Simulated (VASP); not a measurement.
# MgO (P1) in VASP: single point with r2SCAN

Aim: the single point of MgO with r2SCAN.

Program: VASP 6.6.1. These are calculated values, not measurements. Logs are shortened: lines on timing, memory, paths and dates and some standing lists are left out, and cuts for length are marked.

## 1. The cell of the first run

The typed cell holds 8 atoms: a = 3.696 Å, b = 4.684 Å, c = 3.932 Å, α = 90.26°, β = 84.19°, γ = 89.90°.

## 2. Single point, r2SCAN (atoms moved at random and the cell strained at random)

Input file POSCAR:

```
MgO
1.0
    3.6904998550     -0.0039340921     -0.1932041739
    0.0039340921     -4.6843152886      0.0096584464
    0.1932041739      0.0096584464     -3.9273798569
Mg O
4 4
Direct
    0.0187625409     -0.0078249124     -0.0388519878
    0.4677355697      0.4997549658      0.0171729159
    0.5312957133     -0.0319432203      0.5254182764
   -0.0122438051      0.5108769986      0.4968465582
    0.4751746355      0.0330779850     -0.0207583686
    0.0078790434      0.5134807600     -0.0135196168
    0.0342601739     -0.0342048150      0.5588160462
    0.4771361283      0.5167822383      0.4748761765
```

Input file INCAR.step1:

```
SYSTEM = MgO
PREC = Accurate
ENCUT = 520
ISMEAR = 0
SIGMA = 0.05
LREAL = .FALSE.
LASPH = .TRUE.
NELM = 100
NBANDS = 26
GGA = PE
ALGO = Normal
EDIFF = 1E-4
LWAVE = .TRUE.
LCHARG = .FALSE.
```

Input file INCAR.step2:

```
SYSTEM = MgO
PREC = Accurate
ENCUT = 520
EDIFF = 1E-6
ISMEAR = 0
SIGMA = 0.05
LREAL = .FALSE.
LASPH = .TRUE.
NELM = 100
ALGO = Normal
ISIF = 2
LWAVE = .FALSE.
LCHARG = .FALSE.
METAGGA = R2SCAN
LMIXTAU = .TRUE.
NBANDS = 26
ISTART = 1
```

Input file KPOINTS:

```
regular mesh
0
G
  6 6 6
  0 0 0
```

Potentials or basis: VASP PAW PBE potentials, release 64 (Mg, O).

The run is started by

```
cat potpaw_PBE.64/Mg/POTCAR potpaw_PBE.64/O/POTCAR > POTCAR
cp INCAR.step1 INCAR
mpirun -np 1 vasp_std > vasp.out
cp INCAR.step2 INCAR
mpirun -np 1 vasp_std > vasp.out
```

OUTCAR:

```text
SYSTEM = MgO
   PREC = Accurate
   ENCUT = 520
   EDIFF = 1E-6
   ISMEAR = 0
   LREAL = .FALSE.
   LASPH = .TRUE.
   NELM = 100
   ISIF = 2
   METAGGA = R2SCAN
   ISTART = 1

 ion  position               nearest neighbor table
   1  0.019  0.992  0.961-   7 1.58   5 1.71   5 2.01   6 2.25   7 2.36   3 2.42   6 2.44   3 2.61
                             3 2.72   2 2.86   4 2.90   2 2.92   4 3.05   3 3.06   2 3.07   4 3.09
   2  0.468  0.500  0.017-   6 1.72   8 1.81   6 1.99   8 2.13   5 2.19   4 2.46   5 2.50   4 2.66
                             4 2.83   4 2.84   1 2.86   1 2.92   3 2.92   3 2.99   1 3.07   1 3.12
   3  0.531  0.968  0.525-   5 1.80   7 1.83   7 1.88   8 2.13   5 2.20   1 2.42   8 2.59   1 2.61
                             1 2.72   4 2.72   2 2.92   4 2.95   2 2.99   4 3.05   1 3.06   2 3.14
   4  0.988  0.511  0.497-   8 1.80   8 1.90   6 1.93   6 2.00   7 2.15   2 2.46   7 2.57   2 2.66
                             3 2.72   2 2.83   2 2.84   1 2.90   3 2.95   3 3.05   1 3.05   1 3.09
   5  0.475  0.033  0.979-   1 1.71   3 1.80   1 2.01   2 2.19   3 2.20   2 2.50
   6  0.008  0.513  0.986-   2 1.72   4 1.93   2 1.99   4 2.00   1 2.25   1 2.44
   7  0.034  0.966  0.559-   1 1.58   3 1.83   3 1.88   4 2.15   1 2.36   4 2.57
   8  0.477  0.517  0.475-   4 1.80   2 1.81   4 1.90   2 2.13   3 2.13   3 2.59

  LATTYP: Found a triclinic cell.
 ALAT       =     5.1161831349
 B/A-ratio  =     0.7223267191
 C/A-ratio  =     0.9155901527
 COS(alpha) =     0.0017954421
 COS(beta)  =     0.0047357653
 COS(gamma) =     0.6444847955

  Lattice vectors:

 A1 = (  -3.4972956811,   0.0135925385,  -3.7341756830)
 A2 = (  -3.6904998550,   0.0039340921,   0.1932041739)
 A3 = (  -0.0039340921,   4.6843152886,  -0.0096584464)

Analysis of symmetry for initial positions (statically):
=====================================================================
 Subroutine PRICEL returns:
 Original cell was already a primitive cell.

 Routine SETGRP: Setting up the symmetry group for a
 triclinic supercell.

 Subroutine GETGRP returns: Found  1 space group operations
 (whereof  1 operations were pure point group operations)
 out of a pool of  2 trial point group operations.

The static configuration has the point symmetry C_1 .

Analysis of symmetry for dynamics (positions and initial velocities):
=====================================================================
 Subroutine PRICEL returns:
 Original cell was already a primitive cell.

 Routine SETGRP: Setting up the symmetry group for a
 triclinic supercell.

 Subroutine GETGRP returns: Found  1 space group operations
 (whereof  1 operations were pure point group operations)
 out of a pool of  2 trial point group operations.

The dynamic configuration has the point symmetry C_1 .

 Subroutine INISYM returns: Found  1 space group operations
 (whereof  1 operations are pure point group operations),
 and found     1 'primitive' translations

----------------------------------------------------------------------------------------

                                     Primitive cell

  volume of cell :      67.7192

  direct lattice vectors                    reciprocal lattice vectors
     3.690499855 -0.003934092 -0.193204174     0.271665959  0.000255714  0.013365009
     0.003934092 -4.684315289  0.009658446    -0.000255714 -0.213479695 -0.000537582
     0.193204174  0.009658446 -3.927379857    -0.013365009 -0.000537582 -0.255281486

  length of vectors
     3.695555778  4.684326898  3.932141106     0.271994636  0.213480525  0.255631668

  position of ions in fractional coordinates (direct lattice)
     0.018762541  0.992175088  0.961148012
     0.467735570  0.499754966  0.017172916
     0.531295713  0.968056780  0.525418276
     0.987756195  0.510876999  0.496846558
     0.475174635  0.033077985  0.979241631
     0.007879043  0.513480760  0.986480383
     0.034260174  0.965795185  0.558816046
     0.477136128  0.516782238  0.474876176

  ion indices of the primitive-cell ions
   primitive index   ion index
                 1           1
                 2           2
                 3           3
                 4           4
                 5           5
                 6           6
                 7           7
                 8           8

----------------------------------------------------------------------------------------

 KPOINTS: regular mesh

Automatic generation of k-mesh.
 Grid dimensions read from file:
 generate k-points for:    6    6    6

 Generating k-lattice:

  Cartesian coordinates                     Fractional coordinates (reciprocal lattice)
     0.045277660  0.000042619  0.002227501     0.166666667  0.000000000  0.000000000
    -0.000042619 -0.035579949 -0.000089597    -0.000000000  0.166666667  0.000000000
    -0.002227501 -0.000089597 -0.042546914    -0.000000000  0.000000000  0.166666667

  Length of vectors
     0.045332439  0.035580087  0.042605278

  Shift w.r.t. Gamma in fractional coordinates (k-lattice)
     0.000000000  0.000000000  0.000000000

 Subroutine IBZKPT returns following result:
 ===========================================

 Found    112 irreducible k-points:

 Following reciprocal coordinates:
            Coordinates               Weight
  0.000000  0.000000  0.000000      1.000000
  0.166667  0.000000  0.000000      2.000000
  0.333333 -0.000000  0.000000      2.000000
  0.500000  0.000000 -0.000000      1.000000
  0.000000  0.166667  0.000000      2.000000
  0.166667  0.166667  0.000000      2.000000
[... 16 lines left out ...]
  0.333333  0.000000  0.166667      2.000000
  0.500000  0.000000  0.166667      2.000000
 [... further k-points ...]
   k-points           NKPTS =    112   k-points in BZ     NKDIM =    112   number of bands    NBANDS=     26
   number of dos      NEDOS =    301   number of ions     NIONS =      8
   total plane-waves  NPLWV =  30240
   dimension x,y,z NGX =    28 NGY =   36 NGZ =   30
   dimension x,y,z NGXF=    56 NGYF=   72 NGZF=   60
   ions per type =               4   4
   NGX,Y,Z   is equivalent  to a cutoff of  12.60, 12.78, 12.68 a.u.
   NGXF,Y,Z  is equivalent  to a cutoff of  25.19, 25.55, 25.37 a.u.
 SYSTEM =  MgO
   PREC   = accura    normal or accurate (medium, high low for compatibility)
   ISTART =      1    job   : 0-new  1-cont  2-samecut
   ICHARG =      0    charge: 1-file 2-atom 10-const
   ISPIN  =      1    spin polarized calculation?
   LNONCOLLINEAR =      F non collinear calculations
   LSORBIT =      F    spin-orbit coupling
   LASPH  =      T    aspherical Exc in radial PAW
   ENCUT  =  520.0 eV  38.22 Ry    6.18 a.u.   6.87  8.71  7.31*2*pi/ulx,y,z
   NELM   =    100;   NELMIN=  2; NELMDL=  0     # of ELM steps
   EDIFF  = 0.1E-05   stopping-criterion for ELM
   LREAL  =      F    real-space projection
   EDIFFG = 0.1E-04   stopping-criterion for IOM
   NSW    =      0    number of steps for IOM
   IBRION =     -1    ionic relax: 0-MD 1-quasi-New 2-CG
   NFREE  =      0    steps in history (QN), initial steepest desc. (CG)
   ISIF   =      2    stress and relaxation
   ISYM   =      2    0-nonsym 1-usesym 2-fastsym
   POTIM  = 0.5000    time-step for ionic-motion
   TEBEG  =    0.0;   TEEND  =   0.0 temperature during run
   PSTRESS=    0.0 pullay stress
   NELECT =      32.0000    total number of electrons
   NUPDOWN=      -1.0000    fix difference up-down
   EMIN   =  10.00;   EMAX   =-10.00  energy-range for DOS
   EFERMI =   0.00;   METHOD = LEGACY
   ISMEAR =     0;   SIGMA  =   0.05  broadening in eV -4-tet -1-fermi 0-gaus
   EFERMI_NEDOS =   21; number of points for ismear=-14 and -15
   IALGO  =     38    algorithm
   IMIX   =      4    mixing-type and parameters
     AMIX     =   0.40;   BMIX     =  1.00
     AMIX_MAG =   1.60;   BMIX_MAG =  1.00
  volume/ion in A,a.u.               =       8.46        57.12
  Fermi-wavevector in a.u.,A,eV,Ry     =   1.275129  2.409645 22.122464  1.625955
  Thomas-Fermi vector in A             =   2.407859
   LORBIT       =      0    0 simple, 1 ext, 2 COOP (PROOUT), +10 PAW based schemes
   METAGGA = R2SCAN    functional components
   LHFCALC =     F    Hartree Fock is set to
   AEXX    =    0.0000 exact exchange contribution
   IVDW    =     0    specifies the selected vdW correction
   LEPSILON=     F    determine dielectric tensor
   LRPA    =     F    only Hartree local field effects (RPA)
 non-spin polarized calculation
 Gauss-broadening in eV      SIGMA  =   0.05
  energy-cutoff  :      520.00
  volume of cell :       67.72
 maximum number of plane-waves:      1842
   NGX = 13   NGY = 17   NGZ = 15

 number of electron      31.9999999 magnetization

 Free energy of the ion-electron system (eV)
  ---------------------------------------------------
  ext. energy  EPLUGINS =         0.00000000
  ---------------------------------------------------
  free energy    TOTEN  =       -58.57723527 eV

  energy without entropy =      -58.57723527  energy(sigma->0) =      -58.57723527

 E-fermi :   4.1468     XC(G=0): -11.9860

 val. band max:        3.9228883970   @ k =   0.0000   0.0000   0.0000
 cond. band min:       9.1681978897   @ k =   0.0000   0.0000   0.0000
 fundamental gap:      5.2453094926
 Fermi energy:         4.1468245416

 k-point     1 :       0.0000    0.0000    0.0000
  band No.  band energies     occupation
      1     -15.3759      2.00000
      2     -14.0689      2.00000
      3     -13.3322      2.00000
      4     -13.2136      2.00000
      5      -1.4501      2.00000
      6      -0.7523      2.00000
[... 18 lines left out ...]
     25      18.9016      0.00000
     26      19.3683      0.00000

 k-point     2 :       0.1667    0.0000    0.0000
  band No.  band energies     occupation
      1     -15.2276      2.00000
      2     -13.9853      2.00000
      3     -13.3550      2.00000
      4     -13.3157      2.00000
      5      -1.2924      2.00000
      6      -0.6419      2.00000
[... 18 lines left out ...]
     25      19.0844      0.00000
[... 608 lines left out ...]
     25      18.8769      0.00000
     26      19.7019      0.00000

 k-point    24 :       0.5000    0.0000    0.1667
  band No.  band energies     occupation
      1     -14.3940      2.00000
      2     -13.9657      2.00000
      3     -13.6292      2.00000
      4     -13.4759      2.00000
      5      -0.5501      2.00000
      6      -0.2722      2.00000
[... 18 lines left out ...]
     25      18.8412      0.00000
     26      20.3062      0.00000

 [... further k-points ...]

------------------------ aborting loop because EDIFF is reached ----------------------------------------

  FORCE on cell =-STRESS in cart. coord.  units (eV):
  Direction    XX          YY          ZZ          XY          YZ          ZX
  --------------------------------------------------------------------------------------
  -------------------------------------------------------------------------------------
  Total       37.4350462      0.0031656     33.7816907      0.3395597      2.0067587      7.7850339
  in kB      885.6810529      0.0748956    799.2457980      8.0336900     47.4781889    184.1872170
  external PRESSURE =     561.6672488 kB  Pullay stress =       0.0000000 kB

 VOLUME and BASIS-vectors are now :
 -----------------------------------------------------------------------------
  energy-cutoff  :      520.00
  volume of cell :       67.72
      direct lattice vectors                 reciprocal lattice vectors
     3.690499855 -0.003934092 -0.193204174     0.271665959  0.000255714  0.013365009
     0.003934092 -4.684315289  0.009658446    -0.000255714 -0.213479695 -0.000537582
     0.193204174  0.009658446 -3.927379857    -0.013365009 -0.000537582 -0.255281486

 POSITION                                       TOTAL-FORCE (eV/Angst)
 -----------------------------------------------------------------------------------
      0.25884     -4.63845     -3.76884        -4.236563     -0.520576    -10.010195
      1.73146     -2.34268     -0.15299         4.261712      1.047166      2.347460
      2.06607     -4.53170     -2.15682         0.037039     -0.280180      3.429903
      3.74332     -2.39220     -2.13721        -1.051905      0.169309     -0.156556
      1.94296     -0.14736     -3.93734         5.069157     -0.435727     -3.966300
      0.22169     -2.39581     -3.87085        -4.434193     -0.110962     -0.507578
      0.23820     -4.51883     -2.19197        -2.163925      0.126172     11.277428
      1.85465     -2.41806     -1.95221         2.518678      0.004798     -2.414162
 -----------------------------------------------------------------------------------
    total drift:                               -0.007226     -0.015808     -0.012538

  FREE ENERGIE OF THE ION-ELECTRON SYSTEM (eV)
  ---------------------------------------------------
  free  energy   TOTEN  =       -58.5772352727 eV

  energy  without entropy=      -58.5772352727  energy(sigma->0) =      -58.57723527
```

Wall time 5.6 min (1 thread of Intel Xeon Platinum 8488C (Sapphire Rapids), shared host); peak memory 0.28 GiB.

Results:

```yaml
Free_energy: -58.5772 eV
Pressure: 56.2 GPa
Largest_force: 11.484 eV/Å
Band_gap_on_the_k_mesh: 5.25 eV
```

Forces in eV/Å, atoms in the order of the input:
```
Mg   -4.237  -0.521 -10.010
Mg    4.262   1.047   2.347
Mg    0.037  -0.280   3.430
Mg   -1.052   0.169  -0.157
O     5.069  -0.436  -3.966
O    -4.434  -0.111  -0.508
O    -2.164   0.126  11.277
O     2.519   0.005  -2.414
```

Caveat: the cell differs from its parent crystal (atoms moved at random and the cell strained at random); the cell stands under pressure; the PAW data sets were made with another functional, which shifts forces and pressure a little.
